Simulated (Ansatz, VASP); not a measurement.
## MgTl: VASP beside Ansatz

Contents of INCAR:

```
  PREC = Accurate
  ENCUT = 520
  EDIFF = 1E-6
  ISMEAR = -1
  SIGMA = 0.05
  LREAL = F
  LASPH = T
  NELM = 80
  ALGO = Normal
  ISIF = 2
  LWAVE = F
  LCHARG = F
  GGA = CA
  NBANDS = 14
```

Contents of KPOINTS:

```
regular mesh
0
Gamma
  9 9 9
```

The input POSCAR:

```
MgTl
1.0
    3.6828344329      0.0000000000      0.0000000000
    0.0000000000      3.6828344329      0.0000000000
    0.0000000000      0.0000000000      3.6828344329
Mg Tl
1 1
Direct
    0.0000000000      0.0000000000      0.0000000000
    0.5000000000      0.5000000000      0.5000000000
```

Input for Ansatz:

```yaml
crystal:
  lattice:
    - [3.6828344329, 0.0, 0.0]
    - [0.0, 3.6828344329, 0.0]
    - [0.0, 0.0, 3.6828344329]
  atoms:
    - { symbol: Mg, position: [0.0, 0.0, 0.0] }
    - { symbol: Tl, position: [0.5, 0.5, 0.5] }
kpoints:
  mp_grid: { grid: [9, 9, 9] }
  band_path:
    path:
      - [0.0, 0.0, 0.0]
      - [0.0, 0.5, 0.0]
      - [0.5, 0.5, 0.0]
      - [0.0, 0.0, 0.0]
      - [0.5, 0.5, 0.5]
      - [0.0, 0.5, 0.0]
      - [0.5, 0.5, 0.5]
      - [0.5, 0.5, 0.0]
    npoints: 5
scf:
  occupations: { method: fermi_dirac, width: 0.05 }
hamiltonian:
  xc: lda
  pseudopotentials: { kind: all_electron, lapw: { basis_error: 0.0005 } }
output:
  forces: true
  stress: true
  eigenvalues: true
```

Change from the starting cell: volume scaled by 1.04.

Alike in both runs: task single point; functional LDA; k mesh 9 × 9 × 9; occupations fermi-dirac, width 0.05 eV; no spin polarisation.

|  | VASP | Ansatz |
| --- | --- | --- |
| version | VASP 6.6.1 | Ansatz 0.2.0 |
| potentials or method | VASP PAW LDA potentials, release 64 (Mg, Tl_d), cutoff 520 eV | all-electron LAPW, scalar-relativistic |

Ansatz gave:

- pressure (GPa): -3.6

Q: What did VASP give for the same quantities?

A: Pressure (GPa): -3.9.

LDA's correlation is that of Perdew and Zunger in VASP and of Perdew and Wang (1992) in Ansatz. Ansatz ran all-electron here, and VASP with PAW potentials.

Spin-orbit coupling is off throughout.
